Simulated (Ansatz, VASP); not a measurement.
Ni3Pt in VASP and in Ansatz

File INCAR:

```
SYSTEM = Ni3Pt
PREC = Accurate ; ENCUT = 520
EDIFF = 1E-6 ; ISMEAR = -1
SIGMA = 0.05 ; LREAL = .FALSE.
LASPH = .TRUE. ; NELM = 100
ALGO = Normal ; ISIF = 2
LWAVE = .FALSE. ; LCHARG = .FALSE.
GGA = CA ; NBANDS = 28
```

Contents of KPOINTS:

```
Automatic mesh
0
G
  9 9 9
  0 0 0
```

POSCAR

```
Ni3Pt
1.0
    3.4733642582      0.0000000000      0.0000000000
    0.0000000000      3.4733642582      0.0000000000
    0.0000000000      0.0000000000      3.4733642582
Ni Pt
3 1
Direct
    0.5000000000      0.0000000000      0.5000000000
    0.0000000000      0.5000000000      0.5000000000
    0.5000000000      0.5000000000      0.0000000000
    0.0000000000      0.0000000000      0.0000000000
```

Input for Ansatz:

```yaml
crystal:
  lattice:
    - [3.4733642582, 0.0, 0.0]
    - [0.0, 3.4733642582, 0.0]
    - [0.0, 0.0, 3.4733642582]
  atoms:
    - { symbol: Ni, position: [0.5, 0.0, 0.5] }
    - { symbol: Ni, position: [0.0, 0.5, 0.5] }
    - { symbol: Ni, position: [0.5, 0.5, 0.0] }
    - { symbol: Pt, position: [0.0, 0.0, 0.0] }
kpoints:
  mp_grid: { grid: [9, 9, 9] }
scf:
  occupations: { method: fermi_dirac, width: 0.05 }
  lower_state_search: "off"
hamiltonian:
  xc: lda
  pseudopotentials: { kind: paw }
output:
  forces: true
  stress: true
  eigenvalues: true
  write_density: true
  write_potential: true
  elf: true
  volumetric_format: npy
```

Change from the starting cell: volume scaled by 0.88, no spin polarisation, PAW files.

Alike in both runs: task single point; functional LDA; k mesh 9 × 9 × 9; occupations fermi-dirac, width 0.05 eV; no spin polarisation.

|  | VASP | Ansatz |
| --- | --- | --- |
| version | VASP 6.6.1 | Ansatz 0.2.0 |
| potentials or method | VASP PAW LDA potentials, release 64 (Ni, Pt) | PAW with Ansatz's default frozen-core files, scalar-relativistic |
| plane-wave cutoff (eV) | 520 | 420 |
| valence electrons in the cell | 40 | 72 |

```tsv
	VASP	Ansatz	Ansatz less VASP
pressure (GPa)	23.1	22.9	-0.21
```

LDA's correlation is that of Perdew and Zunger in VASP and of Perdew and Wang (1992) in Ansatz. VASP's potentials hold 40 valence electrons a cell and Ansatz's 72, so a difference there can come from the potentials and not from the codes.

Neither program's run includes spin-orbit coupling.
